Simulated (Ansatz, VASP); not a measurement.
**Two plane-wave programs on GaN**

Contents of INCAR:

```
SYSTEM = GaN
ALGO = Normal ; EDIFF = 1E-6
ENCUT = 600 ; GGA = PE
GGA_COMPAT = .False. ; ISIF = 2
ISMEAR = 0 ; LASPH = .True.
LCHARG = .False. ; LREAL = .False.
LWAVE = .False. ; NBANDS = 16
NELM = 120 ; PREC = Accurate
SIGMA = 0.02
```

File KPOINTS:

```
k-points
0
Gamma
  10 10 10
  0 0 0
```

POSCAR

```
GaN
1.0
    0.0000000000      2.2744128125      2.2744128125
    2.2744128125      0.0000000000      2.2744128125
    2.2744128125      2.2744128125      0.0000000000
Ga N
1 1
Direct
    0.0000000000      0.0000000000      0.0000000000
    0.2500000000      0.2500000000      0.2500000000
```

Input for Ansatz:

```yaml
crystal:
  lattice:
    - [0.0, 2.2744128125, 2.2744128125]
    - [2.2744128125, 0.0, 2.2744128125]
    - [2.2744128125, 2.2744128125, 0.0]
  atoms:
    - { symbol: Ga, position: [0.0, 0.0, 0.0] }
    - { symbol: "N", position: [0.25, 0.25, 0.25] }
basis:
  ecutwfc: 420
kpoints:
  mp_grid: { grid: [10, 10, 10] }
  band_path:
    path:
      - [[0.0, 0.0, 0.0], [-0.5, -0.5, 0.0], [-0.375, -0.375, 0.25]]
      - [[-0.375, 0.0, 0.375], [0.0, 0.0, 0.0], [0.0, 0.0, 0.5], [-0.5, -0.25, 0.25], [-0.5, -0.5, 0.0]]
    npoints: 10
hamiltonian:
  xc: pbe
  pseudopotentials: { kind: paw, azcp: { folder: soft_1 } }
scf:
  occupations: { method: gaussian, width: 0.02 }
  n_extra_bands: 7
output:
  forces: true
  stress: true
  eigenvalues: true
```

Alike in both runs: task single point; functional PBE; k mesh 10 × 10 × 10; occupations gaussian, width 0.02 eV; no spin polarisation.

|  | VASP | Ansatz |
| --- | --- | --- |
| version | VASP 6.6.1 | Ansatz 0.2.0 |
| potentials or method | VASP PAW PBE potentials, release 64 (Ga_d, N), cutoff 600 eV | scalar-relativistic, plane waves, PAW |
| valence electrons in the cell | 18 | 18 |

```tsv
	VASP	Ansatz	Ansatz less VASP
gap on the k mesh at the Fermi level (eV)	1.55	1.54	-0.004
least direct gap on the mesh (eV)	1.55	1.54	-0.004
pressure (GPa)	-0.1	0.0	+0.08
```
